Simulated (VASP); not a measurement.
Here is a VASP 6.6.1 calculation.

Contents of POSCAR:

```
PPt
1.0
    0.0000000000      2.6792916054      2.6792916054
    2.6792916054      0.0000000000      2.6792916054
    2.6792916054      2.6792916054      0.0000000000
Pt P
1 1
Direct
    0.0000000000      0.0000000000      0.0000000000
    0.2500000000      0.2500000000      0.2500000000
```

File INCAR.step1:

```
SYSTEM = PPt
PREC = Accurate ; ENCUT = 520
ISMEAR = 0 ; SIGMA = 0.05
LREAL = .False. ; LASPH = .True.
NELM = 100 ; NBANDS = 14
GGA = PE ; ALGO = Normal
EDIFF = 1E-4 ; LWAVE = .True.
LCHARG = .False.
```

File INCAR.step2:

```
SYSTEM = PPt
PREC = Accurate ; ENCUT = 520
EDIFF = 1E-6 ; ISMEAR = 0
SIGMA = 0.05 ; LREAL = .False.
LASPH = .True. ; NELM = 100
ALGO = Normal ; ISIF = 2
LWAVE = .False. ; LCHARG = .True.
METAGGA = R2SCAN ; LMIXTAU = .True.
LELF = .True. ; LVHAR = .True.
NBANDS = 14 ; ISTART = 1
```

The input KPOINTS:

```
Automatic mesh
0
Gamma
  12 12 12
  0 0 0
```

Potentials or basis: VASP PAW PBE potentials, release 64 (Pt, P).

Run with:

```bash
$ cat potpaw_PBE.64/Pt/POTCAR potpaw_PBE.64/P/POTCAR > POTCAR
$ cp INCAR.step1 INCAR
$ mpirun -np 1 vasp_std > vasp.out
$ cp INCAR.step2 INCAR
$ mpirun -np 1 vasp_std > vasp.out
```

Problem. What does it give for the pressure?

Solution. -2.9 GPa.

Caveat: the PAW data sets were made with another functional, which shifts forces and pressure a little.
